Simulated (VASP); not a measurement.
# B2W (P6/mmm) in VASP: notebook

Runs on B2W. Level: LDA. Tasks: single point, relaxation of shape and atoms at fixed volume.

All numbers are computed with VASP 6.6.1; they aren't measurements. Logs are shortened: lines on timing, memory, paths and dates and some standing lists are left out, and cuts for length are marked.

## 1. The cell of the first run

It takes space group P6/mmm (No. 191, hexagonal). Conventional cell: a = 2.988 Å, b = 2.988 Å, c = 3.304 Å, α = 90.00°, β = 90.00°, γ = 120.00°. B (site symmetry -6m2) has 3 B at 1.73 Å and 6 W at 2.39 Å within 2.4 Å. W (site symmetry 6/mmm) has 12 B at 2.39 Å and 8 W at 2.99 to 3.30 Å within 3.4 Å.

## 2. Single point, LDA

INCAR reads:

```
ALGO = Normal
EDIFF = 1E-6
ENCUT = 520
GGA = CA
ISIF = 2
ISMEAR = 0
LASPH = T
LCHARG = T
LELF = T
LREAL = F
LVHAR = T
LWAVE = F
NBANDS = 17
NELM = 100
PREC = Accurate
SIGMA = 0.1
```

KPOINTS reads:

```
k-points
0
Gamma
  18 18 12
```

POSCAR reads:

```
B2W
1.0
    2.9878800014      0.0000000000      0.0000000000
   -1.4939400007      2.5875799847      0.0000000000
    0.0000000000      0.0000000000      3.3042355784
B W
2 1
Direct
    0.3333333333      0.6666666667      0.5000000000
    0.6666666667      0.3333333333      0.5000000000
    0.0000000000      0.0000000000      0.0000000000
```

Potentials or basis: VASP PAW LDA potentials, release 64 (B, W_sv).

The run is started by

```sh
> cat potpaw_LDA.64/B/POTCAR potpaw_LDA.64/W_sv/POTCAR > POTCAR
> mpirun -np 1 vasp_std > vasp.out
```

OUTCAR:

```text
EDIFF = 1E-6
   ENCUT = 520
   GGA = CA
   ISIF = 2
   ISMEAR = 0
   LASPH = T
   LREAL = F
   NELM = 100
   PREC = Accurate

 ion  position               nearest neighbor table
   1  0.333  0.667  0.500-   2 1.73   2 1.73   2 1.73   3 2.39   3 2.39   3 2.39   3 2.39   3 2.39
                             3 2.39
   2  0.667  0.333  0.500-   1 1.73   1 1.73   1 1.73   3 2.39   3 2.39   3 2.39   3 2.39   3 2.39
                             3 2.39
   3  0.000  0.000  0.000-   1 2.39   2 2.39   1 2.39   2 2.39   2 2.39   2 2.39   1 2.39   1 2.39
                             2 2.39   2 2.39   1 2.39   1 2.39

  LATTYP: Found a hexagonal cell.
 ALAT       =     2.9878800014
 C/A-ratio  =     1.1058796126

  Lattice vectors:

 A1 = (   2.9878800014,   0.0000000000,   0.0000000000)
 A2 = (  -1.4939400007,   2.5875799847,   0.0000000000)
 A3 = (   0.0000000000,   0.0000000000,   3.3042355784)

Analysis of symmetry for initial positions (statically):
=====================================================================
 Subroutine PRICEL returns:
 Original cell was already a primitive cell.

 Routine SETGRP: Setting up the symmetry group for a
 hexagonal supercell.

 Subroutine GETGRP returns: Found 24 space group operations
 (whereof 24 operations were pure point group operations)
 out of a pool of 24 trial point group operations.

The static configuration has the point symmetry D_6h.

Analysis of symmetry for dynamics (positions and initial velocities):
=====================================================================
 Subroutine PRICEL returns:
 Original cell was already a primitive cell.

 Routine SETGRP: Setting up the symmetry group for a
 hexagonal supercell.

 Subroutine GETGRP returns: Found 24 space group operations
 (whereof 24 operations were pure point group operations)
 out of a pool of 24 trial point group operations.

The dynamic configuration has the point symmetry D_6h.

 Subroutine INISYM returns: Found 24 space group operations
 (whereof 24 operations are pure point group operations),
 and found     1 'primitive' translations

----------------------------------------------------------------------------------------

                                     Primitive cell

  volume of cell :      25.5463

  direct lattice vectors                    reciprocal lattice vectors
     2.987880001  0.000000000  0.000000000     0.334685462  0.193230742  0.000000000
    -1.493940001  2.587579985  0.000000000     0.000000000  0.386461484  0.000000000
     0.000000000  0.000000000  3.304235578     0.000000000  0.000000000  0.302641860

  length of vectors
     2.987880001  2.987880001  3.304235578     0.386461484  0.386461484  0.302641860

  position of ions in fractional coordinates (direct lattice)
     0.333333333  0.666666667  0.500000000
     0.666666667  0.333333333  0.500000000
     0.000000000  0.000000000  0.000000000

  ion indices of the primitive-cell ions
   primitive index   ion index
                 1           1
                 2           2
                 3           3

----------------------------------------------------------------------------------------

 KPOINTS: k-points

Automatic generation of k-mesh.
 Grid dimensions read from file:
 generate k-points for:   18   18   12

 Generating k-lattice:

  Cartesian coordinates                     Fractional coordinates (reciprocal lattice)
     0.018593637  0.010735041  0.000000000     0.055555556 -0.000000000  0.000000000
     0.000000000  0.021470082  0.000000000     0.000000000  0.055555556  0.000000000
     0.000000000  0.000000000  0.025220155     0.000000000  0.000000000  0.083333333

  Length of vectors
     0.021470082  0.021470082  0.025220155

  Shift w.r.t. Gamma in fractional coordinates (k-lattice)
     0.000000000  0.000000000  0.000000000

 Subroutine IBZKPT returns following result:
 ===========================================

 Found    259 irreducible k-points:

 Following reciprocal coordinates:
            Coordinates               Weight
  0.000000  0.000000  0.000000      1.000000
  0.055556  0.000000  0.000000      6.000000
  0.111111  0.000000  0.000000      6.000000
  0.166667 -0.000000  0.000000      6.000000
  0.222222 -0.000000  0.000000      6.000000
  0.277778 -0.000000  0.000000      6.000000
[... 16 lines left out ...]
  0.333333  0.111111  0.000000     12.000000
  0.388889  0.111111  0.000000     12.000000
 [... further k-points ...]
   k-points           NKPTS =    259   k-points in BZ     NKDIM =    259   number of bands    NBANDS=     17
   number of dos      NEDOS =    301   number of ions     NIONS =      3
   total plane-waves  NPLWV =  16128
   dimension x,y,z NGX =    24 NGY =   24 NGZ =   28
   dimension x,y,z NGXF=    48 NGYF=   48 NGZF=   56
   ions per type =               2   1
   NGX,Y,Z   is equivalent  to a cutoff of  13.35, 13.35, 14.09 a.u.
   NGXF,Y,Z  is equivalent  to a cutoff of  26.71, 26.71, 28.18 a.u.
 SYSTEM =  unknown system
   PREC   = accura    normal or accurate (medium, high low for compatibility)
   ISTART =      0    job   : 0-new  1-cont  2-samecut
   ICHARG =      2    charge: 1-file 2-atom 10-const
   ISPIN  =      1    spin polarized calculation?
   LNONCOLLINEAR =      F non collinear calculations
   LSORBIT =      F    spin-orbit coupling
   LASPH  =      T    aspherical Exc in radial PAW
   ENCUT  =  520.0 eV  38.22 Ry    6.18 a.u.   5.56  5.56  6.14*2*pi/ulx,y,z
   NELM   =    100;   NELMIN=  2; NELMDL= -5     # of ELM steps
   EDIFF  = 0.1E-05   stopping-criterion for ELM
   LREAL  =      F    real-space projection
   EDIFFG = 0.1E-04   stopping-criterion for IOM
   NSW    =      0    number of steps for IOM
   IBRION =     -1    ionic relax: 0-MD 1-quasi-New 2-CG
   NFREE  =      0    steps in history (QN), initial steepest desc. (CG)
   ISIF   =      2    stress and relaxation
   ISYM   =      2    0-nonsym 1-usesym 2-fastsym
   POTIM  = 0.5000    time-step for ionic-motion
   TEBEG  =    0.0;   TEEND  =   0.0 temperature during run
   PSTRESS=    0.0 pullay stress
   NELECT =      20.0000    total number of electrons
   NUPDOWN=      -1.0000    fix difference up-down
   EMIN   =  10.00;   EMAX   =-10.00  energy-range for DOS
   EFERMI =   0.00;   METHOD = LEGACY
   ISMEAR =     0;   SIGMA  =   0.10  broadening in eV -4-tet -1-fermi 0-gaus
   EFERMI_NEDOS =   21; number of points for ismear=-14 and -15
   IALGO  =     38    algorithm
   IMIX   =      4    mixing-type and parameters
     AMIX     =   0.40;   BMIX     =  1.00
     AMIX_MAG =   1.60;   BMIX_MAG =  1.00
  volume/ion in A,a.u.               =       8.52        57.46
  Fermi-wavevector in a.u.,A,eV,Ry     =   1.508837  2.851288 30.974855  2.276588
  Thomas-Fermi vector in A             =   2.619238
   LORBIT       =      0    0 simple, 1 ext, 2 COOP (PROOUT), +10 PAW based schemes
   GGA     = CA    functional components
   LHFCALC =     F    Hartree Fock is set to
   AEXX    =    0.0000 exact exchange contribution
   IVDW    =     0    specifies the selected vdW correction
   LEPSILON=     F    determine dielectric tensor
   LRPA    =     F    only Hartree local field effects (RPA)
 non-spin polarized calculation
 Gauss-broadening in eV      SIGMA  =   0.10
  energy-cutoff  :      520.00
  volume of cell :       25.55
 maximum number of plane-waves:       711
 NGX is ok and might be reduce to    24
   NGX = 11   NGY = 11   NGZ = 13

 number of electron      19.9999999 magnetization

 Free energy of the ion-electron system (eV)
  ---------------------------------------------------
  ext. energy  EPLUGINS =         0.00000000
  ---------------------------------------------------
  free energy    TOTEN  =       -29.45076874 eV

  energy without entropy =      -29.44401252  energy(sigma->0) =      -29.44739063

 E-fermi :  12.5492     XC(G=0): -13.8481

 val. band max:       12.5448720949   @ k =   0.2222  -0.0000   0.0000
 cond. band min:      12.5591819748   @ k =   0.2222   0.1667   0.0833
 fundamental gap:      0.0143098800
 Fermi energy:        12.5491642027

 k-point     1 :       0.0000    0.0000    0.0000
  band No.  band energies     occupation
      1     -62.0427      2.00000
      2     -26.6703      2.00000
      3     -26.2833      2.00000
      4     -26.2833      2.00000
      5      -3.3968      2.00000
      6       6.7156      2.00000
[... 9 lines left out ...]
     16      17.7510      0.00000
     17      20.3474      0.00000

 k-point     2 :       0.0556    0.0000    0.0000
  band No.  band energies     occupation
      1     -62.0415      2.00000
      2     -26.6672      2.00000
      3     -26.3033      2.00000
      4     -26.2879      2.00000
      5      -3.3257      2.00000
      6       6.7811      2.00000
[... 9 lines left out ...]
     16      18.0041      0.00000
     17      20.1421      0.00000

 k-point     3 :       0.1111    0.0000    0.0000
  band No.  band energies     occupation
      1     -62.0378      2.00000
      2     -26.6582      2.00000
      3     -26.3607      2.00000
      4     -26.3012      2.00000
      5      -3.1157      2.00000
      6       6.8614      2.00000
[... 9 lines left out ...]
     16      18.7012      0.00000
     17      19.5521      0.00000

 k-point     4 :       0.1667   -0.0000    0.0000
  band No.  band energies     occupation
      1     -62.0322      2.00000
      2     -26.6443      2.00000
      3     -26.4477      2.00000
      4     -26.3215      2.00000
      5      -2.7766      2.00000
      6       6.2315      2.00000
[... 9 lines left out ...]
     16      19.5803      0.00000
     17      19.7275      0.00000

 k-point     5 :       0.2222   -0.0000    0.0000
  band No.  band energies     occupation
      1     -62.0254      2.00000
      2     -26.6273      2.00000
      3     -26.5528      2.00000
      4     -26.3464      2.00000
      5      -2.3229      2.00000
      6       5.4890      2.00000
[... 9 lines left out ...]
     16      20.9587      0.00000
     17      20.9786      0.00000

 k-point     6 :       0.2778   -0.0000    0.0000
  band No.  band energies     occupation
      1     -62.0181      2.00000
      2     -26.6629      2.00000
      3     -26.6091      2.00000
      4     -26.3726      2.00000
      5      -1.7721      2.00000
      6       4.6953      2.00000
[... 9 lines left out ...]
     16      22.1895      0.00000
     17      22.3730      0.00000

 k-point     7 :       0.3333   -0.0000    0.0000
  band No.  band energies     occupation
      1     -62.0113      2.00000
      2     -26.7647      2.00000
      3     -26.5920      2.00000
      4     -26.3972      2.00000
      5      -1.1442      2.00000
      6       3.8812      2.00000
[... 9 lines left out ...]
     16      21.7958      0.00000
     17      23.5935      0.00000

 k-point     8 :       0.3889   -0.0000    0.0000
  band No.  band energies     occupation
      1     -62.0057      2.00000
      2     -26.8466      2.00000
      3     -26.5780      2.00000
      4     -26.4172      2.00000
      5      -0.4662      2.00000
      6       3.0726      2.00000
[... 9 lines left out ...]
     16      20.8240      0.00000
     17      24.7439      0.00000
[... 203 lines left out ...]
      1     -62.0292      2.00000
      2     -26.6367      2.00000
      3     -26.4884      2.00000
      4     -26.3398      2.00000
      5      -2.5777      2.00000
      6       5.9902      2.00000
[... 9 lines left out ...]
     16      19.6927      0.00000
     17      20.4916      0.00000

 k-point    20 :       0.1667    0.1111    0.0000
  band No.  band energies     occupation
      1     -62.0227      2.00000
      2     -26.6206      2.00000
      3     -26.5793      2.00000
      4     -26.3707      2.00000
      5      -2.1303      2.00000
      6       5.3777      2.00000
[... 9 lines left out ...]
     16      20.6066      0.00000
     17      21.8380      0.00000

 k-point    21 :       0.2222    0.1111    0.0000
  band No.  band energies     occupation
      1     -62.0159      2.00000
      2     -26.6742      2.00000
      3     -26.6035      2.00000
      4     -26.4039      2.00000
      5      -1.5838      2.00000
      6       4.6896      2.00000
[... 9 lines left out ...]
     16      21.6260      0.00000
     17      22.5968      0.00000

 k-point    22 :       0.2778    0.1111    0.0000
  band No.  band energies     occupation
      1     -62.0094      2.00000
      2     -26.7620      2.00000
      3     -26.5874      2.00000
      4     -26.4351      2.00000
      5      -0.9566      2.00000
      6       3.9454      2.00000
[... 9 lines left out ...]
     16      21.9249      0.00000
     17      23.0535      0.00000

 k-point    23 :       0.3333    0.1111    0.0000
  band No.  band energies     occupation
      1     -62.0042      2.00000
      2     -26.8326      2.00000
      3     -26.5743      2.00000
      4     -26.4606      2.00000
      5      -0.2731      2.00000
      6       3.1709      2.00000
[... 9 lines left out ...]
     16      21.2143      0.00000
     17      24.1326      0.00000

 k-point    24 :       0.3889    0.1111    0.0000
  band No.  band energies     occupation
      1     -62.0008      2.00000
      2     -26.8783      2.00000
      3     -26.5656      2.00000
      4     -26.4771      2.00000
      5       0.4137      2.00000
      6       2.4248      2.00000
[... 9 lines left out ...]
     16      21.1243      0.00000
     17      25.0854      0.00000

 [... further k-points ...]
[... 5 lines left out ...]
  --------------------------------------------------------------------------------------
  -------------------------------------------------------------------------------------
  Total        0.2594896      0.2594896      0.2656331      0.0000000     -0.0000000      0.0000000
  in kB       16.2743087     16.2743087     16.6596101      0.0000000     -0.0000000      0.0000000
  external PRESSURE =      16.4027425 kB  Pullay stress =       0.0000000 kB

 VOLUME and BASIS-vectors are now :
 -----------------------------------------------------------------------------
  energy-cutoff  :      520.00
  volume of cell :       25.55
      direct lattice vectors                 reciprocal lattice vectors
     2.987880001  0.000000000  0.000000000     0.334685462  0.193230742  0.000000000
    -1.493940001  2.587579985  0.000000000     0.000000000  0.386461484  0.000000000
     0.000000000  0.000000000  3.304235578     0.000000000  0.000000000  0.302641860

 POSITION                                       TOTAL-FORCE (eV/Angst)
 -----------------------------------------------------------------------------------
     -0.00000      1.72505      1.65212        -0.000000      0.000000      0.000000
      1.49394      0.86253      1.65212         0.000000     -0.000000      0.000000
      0.00000      0.00000      0.00000        -0.000000      0.000000      0.000000
 -----------------------------------------------------------------------------------
    total drift:                               -0.000000      0.000000      0.000000

  FREE ENERGIE OF THE ION-ELECTRON SYSTEM (eV)
  ---------------------------------------------------
  free  energy   TOTEN  =       -29.4507687391 eV

  energy  without entropy=      -29.4440125178  energy(sigma->0) =      -29.44739063
```

It took 2.2 min on 1 thread of AMD EPYC 7R13, shared host; peak memory 0.19 GiB.

Results:

| Quantity | Value |
| --- | --- |
| Free energy | -29.4508 eV |
| Pressure | 1.6 GPa |
| Band gap on the k mesh | zero (bands 10 and 11 overlap by 3.57 eV) |

Caveat: spin-orbit coupling is left out, which moves the levels of the heavy elements.

[end of part 1 of 3]
